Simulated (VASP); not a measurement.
# InP (gw) (I-4m2) in VASP: further runs

The runs below take InP (gw) through single point, with PBEsol.

Program: VASP 6.6.1. These are calculated values, not measurements. Logs are shortened: lines on timing, memory, paths and dates and some standing lists are left out, and cuts for length are marked.

## (1) The cell of the first run

Symmetry: I-4m2, No. 119, tetragonal system. The conventional cell has a = 4.003 Å, b = 4.003 Å, c = 6.114 Å, α = 90.00°, β = 90.00°, γ = 90.00°. Within 3.3 Å of In (site symmetry -4m2) lie 4 P at 2.52 Å. Within 3.3 Å of P (site symmetry -4m2) lie 4 In at 2.52 Å.

## (2) Single point, PBEsol

INCAR

```
ALGO     = Normal         # electronic algorithm
EDIFF    = 1E-6           # SCF threshold, eV
ENCUT    = 500            # plane-wave cutoff, eV
GGA      = PS             # functional
GGA_COMPAT= F            
ISIF     = 2              # what is computed and relaxed
ISMEAR   = 0              # smearing method
LASPH    = T              # aspherical terms in the spheres
LCHARG   = F              # write CHGCAR
LREAL    = F              # projectors in reciprocal space
LWAVE    = F              # write WAVECAR
NBANDS   = 16             # bands
NELM     = 120            # most SCF steps
PREC     = Accurate       # precision mode
SIGMA    = 0.01           # smearing width, eV
```

KPOINTS

```
k-points
0
Gamma
  4 4 4
```

POSCAR

```
InP
1.0
    0.0000000000      2.8304381588      3.0569917998
    2.8304381588      0.0000000000      3.0569917998
    2.8304381588      2.8304381588      0.0000000000
In P
1 1
Direct
    0.0000000000      0.0000000000      0.0000000000
    0.2500000000      0.2500000000      0.2500000000
```

Potentials or basis: VASP PAW PBE potentials, release 64 (In_d, P).

Command:

```console
$ cat potpaw_PBE.64/In_d/POTCAR potpaw_PBE.64/P/POTCAR > POTCAR
$ mpirun -np 1 vasp_std > vasp.out
```

OUTCAR:

```text
EDIFF = 1E-6
   ENCUT = 500
   GGA = PS
   ISIF = 2
   ISMEAR = 0
   LASPH = T
   LREAL = F
   NELM = 120
   PREC = Accurate

 ion  position               nearest neighbor table
   1  0.000  0.000  0.000-   2 2.52   2 2.52   2 2.52   2 2.52
   2  0.250  0.250  0.250-   1 2.52   1 2.52   1 2.52   1 2.52

  LATTYP: Found a body centered tetragonal cell.
 ALAT       =     4.0028440316
 C/A-ratio  =     1.5274098994

  Lattice vectors:

 A1 = (  -2.8304381588,   0.0000000000,   3.0569917998)
 A2 = (   2.8304381588,   0.0000000000,   3.0569917998)
 A3 = (   0.0000000000,   2.8304381588,  -3.0569917998)

Analysis of symmetry for initial positions (statically):
=====================================================================
 Subroutine PRICEL returns:
 Original cell was already a primitive cell.

 Routine SETGRP: Setting up the symmetry group for a
 body centered tetragonal supercell.

 Subroutine GETGRP returns: Found  8 space group operations
 (whereof  8 operations were pure point group operations)
 out of a pool of 16 trial point group operations.

The static configuration has the point symmetry D_2d.

Analysis of symmetry for dynamics (positions and initial velocities):
=====================================================================
 Subroutine PRICEL returns:
 Original cell was already a primitive cell.

 Routine SETGRP: Setting up the symmetry group for a
 body centered tetragonal supercell.

 Subroutine GETGRP returns: Found  8 space group operations
 (whereof  8 operations were pure point group operations)
 out of a pool of 16 trial point group operations.

The dynamic configuration has the point symmetry D_2d.

 Subroutine INISYM returns: Found  8 space group operations
 (whereof  8 operations are pure point group operations),
 and found     1 'primitive' translations

----------------------------------------------------------------------------------------

                                     Primitive cell

  volume of cell :      48.9814

  direct lattice vectors                    reciprocal lattice vectors
     0.000000000  2.830438159  3.056991800    -0.176651095  0.176651095  0.163559484
     2.830438159  0.000000000  3.056991800     0.176651095 -0.176651095  0.163559484
     2.830438159  2.830438159  0.000000000     0.176651095  0.176651095 -0.163559484

  length of vectors
     4.166122782  4.166122782  4.002844032     0.298601613  0.298601613  0.298601613

  position of ions in fractional coordinates (direct lattice)
     0.000000000  0.000000000  0.000000000
     0.250000000  0.250000000  0.250000000

  ion indices of the primitive-cell ions
   primitive index   ion index
                 1           1
                 2           2

----------------------------------------------------------------------------------------

 KPOINTS: k-points

Automatic generation of k-mesh.
 Grid dimensions read from file:
 generate k-points for:    4    4    4

 Generating k-lattice:

  Cartesian coordinates                     Fractional coordinates (reciprocal lattice)
    -0.044162774  0.044162774  0.040889871     0.250000000 -0.000000000  0.000000000
     0.044162774 -0.044162774  0.040889871    -0.000000000  0.250000000  0.000000000
     0.044162774  0.044162774 -0.040889871     0.000000000  0.000000000  0.250000000

  Length of vectors
     0.074650403  0.074650403  0.074650403

  Shift w.r.t. Gamma in fractional coordinates (k-lattice)
     0.000000000  0.000000000  0.000000000

 Subroutine IBZKPT returns following result:
 ===========================================

 Found     13 irreducible k-points:

 Following reciprocal coordinates:
            Coordinates               Weight
  0.000000  0.000000  0.000000      1.000000
  0.250000  0.000000  0.000000      8.000000
  0.500000  0.000000  0.000000      4.000000
  0.250000  0.250000  0.000000      2.000000
  0.500000  0.250000  0.000000      8.000000
 -0.250000  0.250000  0.000000      4.000000
  0.500000  0.500000  0.000000      1.000000
  0.250000  0.000000  0.250000      4.000000
  0.500000  0.000000  0.250000     16.000000
 -0.250000  0.000000  0.250000      8.000000
 -0.250000  0.500000  0.250000      4.000000
  0.500000  0.000000  0.500000      2.000000
 -0.250000  0.250000  0.500000      2.000000
   k-points           NKPTS =     13   k-points in BZ     NKDIM =     13   number of bands    NBANDS=     16
   number of dos      NEDOS =    301   number of ions     NIONS =      2
   total plane-waves  NPLWV =  27000
   dimension x,y,z NGX =    30 NGY =   30 NGZ =   30
   dimension x,y,z NGXF=    60 NGYF=   60 NGZF=   60
   ions per type =               1   1
   NGX,Y,Z   is equivalent  to a cutoff of  11.97, 11.97, 12.46 a.u.
   NGXF,Y,Z  is equivalent  to a cutoff of  23.94, 23.94, 24.92 a.u.
 SYSTEM =  unknown system
   PREC   = accura    normal or accurate (medium, high low for compatibility)
   ISTART =      0    job   : 0-new  1-cont  2-samecut
   ICHARG =      2    charge: 1-file 2-atom 10-const
   ISPIN  =      1    spin polarized calculation?
   LNONCOLLINEAR =      F non collinear calculations
   LSORBIT =      F    spin-orbit coupling
   LASPH  =      T    aspherical Exc in radial PAW
   ENCUT  =  500.0 eV  36.75 Ry    6.06 a.u.   7.60  7.60  7.30*2*pi/ulx,y,z
   NELM   =    120;   NELMIN=  2; NELMDL= -5     # of ELM steps
   EDIFF  = 0.1E-05   stopping-criterion for ELM
   LREAL  =      F    real-space projection
   EDIFFG = 0.1E-04   stopping-criterion for IOM
   NSW    =      0    number of steps for IOM
   IBRION =     -1    ionic relax: 0-MD 1-quasi-New 2-CG
   NFREE  =      0    steps in history (QN), initial steepest desc. (CG)
   ISIF   =      2    stress and relaxation
   ISYM   =      2    0-nonsym 1-usesym 2-fastsym
   POTIM  = 0.5000    time-step for ionic-motion
   TEBEG  =    0.0;   TEEND  =   0.0 temperature during run
   PSTRESS=    0.0 pullay stress
   NELECT =      18.0000    total number of electrons
   NUPDOWN=      -1.0000    fix difference up-down
   EMIN   =  10.00;   EMAX   =-10.00  energy-range for DOS
   EFERMI =   0.00;   METHOD = LEGACY
   ISMEAR =     0;   SIGMA  =   0.01  broadening in eV -4-tet -1-fermi 0-gaus
   EFERMI_NEDOS =   21; number of points for ismear=-14 and -15
   IALGO  =     38    algorithm
   IMIX   =      4    mixing-type and parameters
     AMIX     =   0.40;   BMIX     =  1.00
     AMIX_MAG =   1.60;   BMIX_MAG =  1.00
  volume/ion in A,a.u.               =      24.49       165.27
  Fermi-wavevector in a.u.,A,eV,Ry     =   1.172614  2.215919 18.708336  1.375024
  Thomas-Fermi vector in A             =   2.309040
   LORBIT       =      0    0 simple, 1 ext, 2 COOP (PROOUT), +10 PAW based schemes
   GGA     = PS    functional components
   LHFCALC =     F    Hartree Fock is set to
   AEXX    =    0.0000 exact exchange contribution
   IVDW    =     0    specifies the selected vdW correction
   LEPSILON=     F    determine dielectric tensor
   LRPA    =     F    only Hartree local field effects (RPA)
 non-spin polarized calculation
 Gauss-broadening in eV      SIGMA  =   0.01
  energy-cutoff  :      500.00
  volume of cell :       48.98
 maximum number of plane-waves:      1263
   NGX = 15   NGY = 15   NGZ = 15

 number of electron      18.0000007 magnetization

 Free energy of the ion-electron system (eV)
  ---------------------------------------------------
  ext. energy  EPLUGINS =         0.00000000
  ---------------------------------------------------
  free energy    TOTEN  =        -8.99420435 eV

  energy without entropy =       -8.99420435  energy(sigma->0) =       -8.99420435

 E-fermi :   5.6305     XC(G=0):  -9.5879

 val. band max:        5.5801208933   @ k =   0.0000   0.0000   0.0000
 cond. band min:       6.1534174720   @ k =   0.0000   0.0000   0.0000
 fundamental gap:      0.5732965788
 Fermi energy:         5.6305074104

 k-point     1 :       0.0000    0.0000    0.0000
  band No.  band energies     occupation
      1      -8.8450      2.00000
      2      -8.8069      2.00000
      3      -8.8069      2.00000
      4      -8.6591      2.00000
      5      -8.6567      2.00000
      6      -6.2901      2.00000
[... 8 lines left out ...]
     15      14.3290      0.00000
     16      15.5098      0.00000

 k-point     2 :       0.2500    0.0000    0.0000
  band No.  band energies     occupation
      1      -8.8896      2.00000
      2      -8.8052      2.00000
      3      -8.7826      2.00000
      4      -8.6618      2.00000
      5      -8.6466      2.00000
      6      -5.5758      2.00000
[... 8 lines left out ...]
     15      14.1683      0.00000
     16      14.6780      0.00000

 k-point     3 :       0.5000    0.0000    0.0000
  band No.  band energies     occupation
      1      -8.9509      2.00000
      2      -8.7895      2.00000
      3      -8.7662      2.00000
      4      -8.6562      2.00000
      5      -8.6264      2.00000
      6      -4.4445      2.00000
[... 8 lines left out ...]
     15      15.8802      0.00000
     16      16.2472      0.00000

 k-point     4 :       0.2500    0.2500    0.0000
  band No.  band energies     occupation
      1      -8.9425      2.00000
      2      -8.7557      2.00000
      3      -8.7557      2.00000
      4      -8.6728      2.00000
      5      -8.6449      2.00000
      6      -5.4253      2.00000
[... 8 lines left out ...]
     15      15.9291      0.00000
     16      17.2767      0.00000
[... 115 lines left out ...]
 k-point    11 :      -0.2500    0.5000    0.2500
  band No.  band energies     occupation
      1      -8.9820      2.00000
      2      -8.7526      2.00000
      3      -8.7181      2.00000
      4      -8.6781      2.00000
      5      -8.6411      2.00000
      6      -3.6958      2.00000
[... 8 lines left out ...]
     15      16.3833      0.00000
     16      17.0765      0.00000

 k-point    12 :       0.5000    0.0000    0.5000
  band No.  band energies     occupation
      1      -9.0201      2.00000
      2      -8.7262      2.00000
      3      -8.7156      2.00000
      4      -8.6969      2.00000
      5      -8.6098      2.00000
      6      -3.6506      2.00000
[... 8 lines left out ...]
     15      15.7960      0.00000
     16      17.3975      0.00000

 k-point    13 :      -0.2500    0.2500    0.5000
  band No.  band energies     occupation
      1      -8.9854      2.00000
      2      -8.7604      2.00000
      3      -8.7173      2.00000
      4      -8.6878      2.00000
      5      -8.6264      2.00000
      6      -3.5798      2.00000
[... 8 lines left out ...]
     15      17.5255      0.00000
     16      17.8659      0.00000

------------------------ aborting loop because EDIFF is reached ----------------------------------------

  FORCE on cell =-STRESS in cart. coord.  units (eV):
  Direction    XX          YY          ZZ          XY          YZ          ZX
  --------------------------------------------------------------------------------------
  -------------------------------------------------------------------------------------
  Total        1.1940572      1.1940572      0.0449865      0.0000000     -0.0000000      0.0000000
  in kB       39.0574707     39.0574707      1.4715031      0.0000000     -0.0000000      0.0000000
  external PRESSURE =      26.5288148 kB  Pullay stress =       0.0000000 kB

 VOLUME and BASIS-vectors are now :
 -----------------------------------------------------------------------------
  energy-cutoff  :      500.00
  volume of cell :       48.98
      direct lattice vectors                 reciprocal lattice vectors
     0.000000000  2.830438159  3.056991800    -0.176651095  0.176651095  0.163559484
     2.830438159  0.000000000  3.056991800     0.176651095 -0.176651095  0.163559484
     2.830438159  2.830438159  0.000000000     0.176651095  0.176651095 -0.163559484

 POSITION                                       TOTAL-FORCE (eV/Angst)
 -----------------------------------------------------------------------------------
      0.00000      0.00000      0.00000         0.000000      0.000000      0.000000
      1.41522      1.41522      1.52850        -0.000000     -0.000000      0.000000
 -----------------------------------------------------------------------------------
    total drift:                                0.000000      0.000000     -0.000000

  FREE ENERGIE OF THE ION-ELECTRON SYSTEM (eV)
  ---------------------------------------------------
  free  energy   TOTEN  =        -8.9942043480 eV

  energy  without entropy=       -8.9942043480  energy(sigma->0) =       -8.99420435
```

Run time: 12 s. Hardware: 1 thread of Intel Xeon Platinum 8375C at 2.90GHz (Ice Lake), shared host; peak memory 0.16 GiB.

What came out:

```yaml
Free_energy: -8.9942 eV
Pressure: 2.7 GPa
Band_gap_on_the_k_mesh: 0.57 eV, direct
```

Stress tensor (GPa, compression positive):
```
3.91 0.00 0.00
0.00 3.91 0.00
0.00 0.00 0.15
```

Caveat: the k points lie up to 0.47 Å⁻¹ apart; the PAW data sets were made with another functional, which shifts forces and pressure a little; spin-orbit coupling is left out, which moves the levels of the heavy elements.

## (3) Single point, PBEsol

INCAR

```
SYSTEM = InP
  PREC = Accurate
  ENCUT = 500
  EDIFF = 1E-6
  ISMEAR = 0
  SIGMA = 0.01
  LREAL = .False.
  LASPH = .True.
  NELM = 120
  ALGO = Normal
  ISIF = 2
  LWAVE = .False.
  LCHARG = .False.
  GGA = PS
  NBANDS = 16
  GGA_COMPAT = .False.
```

KPOINTS

```
Automatic mesh
0
Gamma
  4 4 4
  0 0 0
```

POSCAR is that of step 2.

Potentials or basis: VASP PAW PBE potentials, release 64 (In_d, P).

Command:

```console
$ cat potpaw_PBE.64/In_d/POTCAR potpaw_PBE.64/P/POTCAR > POTCAR
$ mpirun -np 1 vasp_std > vasp.out
```

Wall time 12 s (1 thread of Intel Xeon Platinum 8375C at 2.90GHz (Ice Lake), shared host); peak memory 0.16 GiB.

The run converged. Its results:

```
Free energy            : -8.9942 eV
Pressure               : 2.7 GPa
Band gap on the k mesh : 0.57 eV, direct
```

Stress tensor (GPa, compression positive):
```
3.91 0.00 0.00
0.00 3.91 0.00
0.00 0.00 0.15
```

Levels at points of the mesh, in eV from the valence-band top:
```csv
k point,band 7,band 8,band 9,band 10,band 11,band 12
"(0.00, 0.00, 0.00)",-0.43,0.00,0.00,0.57,3.84,3.84
"(0.50, 0.00, 0.00)",-6.10,-1.44,-0.89,1.20,4.42,4.86
"(0.50, 0.50, 0.00)",-6.42,-2.28,-2.28,1.73,2.47,8.59
"(0.50, 0.00, 0.50)",-5.92,-2.74,-2.71,1.28,1.77,9.06
```

Caveat: the k points lie up to 0.47 Å⁻¹ apart; the PAW data sets were made with another functional, which shifts forces and pressure a little; spin-orbit coupling is left out, which moves the levels of the heavy elements.
